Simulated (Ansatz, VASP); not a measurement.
## Sn: VASP beside Ansatz

INCAR

```
SYSTEM = Sn
  PREC = Accurate
  ENCUT = 520
  EDIFF = 1E-6
  ISMEAR = 0
  SIGMA = 0.15
  LREAL = .FALSE.
  LASPH = .TRUE.
  NELM = 60
  ALGO = Fast
  ISIF = 2
  LWAVE = .FALSE.
  LCHARG = .FALSE.
  GGA = PE
  NBANDS = 21
```

File KPOINTS:

```
Automatic mesh
0
G
  12 12 12
  0 0 0
```

The input POSCAR:

```
Sn
1.0
    0.0000000000      3.2456000000      3.2942840000
    3.2456000000      0.0000000000      3.2942840000
    3.2456000000      3.2456000000      0.0000000000
Sn
2
Direct
    0.5000000000      0.5000000000      0.5000000000
    0.7500000000      0.7500000000      0.7500000000
```

Input for Ansatz:

```yaml
crystal:
  lattice:
    - [0.0, 3.2456, 3.294284]
    - [3.2456, 0.0, 3.294284]
    - [3.2456, 3.2456, 0.0]
  atoms:
    - { symbol: Sn, position: [0.5, 0.5, 0.5] }
    - { symbol: Sn, position: [0.75, 0.75, 0.75] }
basis:
  ecutwfc: 420
kpoints:
  mp_grid: { grid: [12, 12, 12] }
hamiltonian:
  xc: pbe
scf:
  occupations: { method: gaussian, width: 0.15 }
output:
  forces: true
  stress: true
  eigenvalues: true
```

Change from the starting cell: strain +0.000 along x and y, +0.015 along z, atoms carried along.

Alike in both runs: task single point; functional PBE; k mesh 12 × 12 × 12; occupations gaussian, width 0.15 eV; no spin polarisation.

```csv
,VASP,Ansatz
version,VASP 6.6.1,Ansatz 0.2.0
potentials or method,"VASP PAW PBE potentials, release 64 (Sn_d), cutoff 520 eV","scalar-relativistic, plane waves, PAW"
valence electrons in the cell,28,28
```

```tsv
	VASP	Ansatz	Ansatz less VASP
gap on the k mesh at the Fermi level (eV)	none	none	-
pressure (GPa)	2.4	2.5	+0.08
traceless stress, the component that is largest in VASP (GPa)	-0.29	-0.29	-0.001
```

A gap of «none» marks a metal or a gap that the smearing closes.
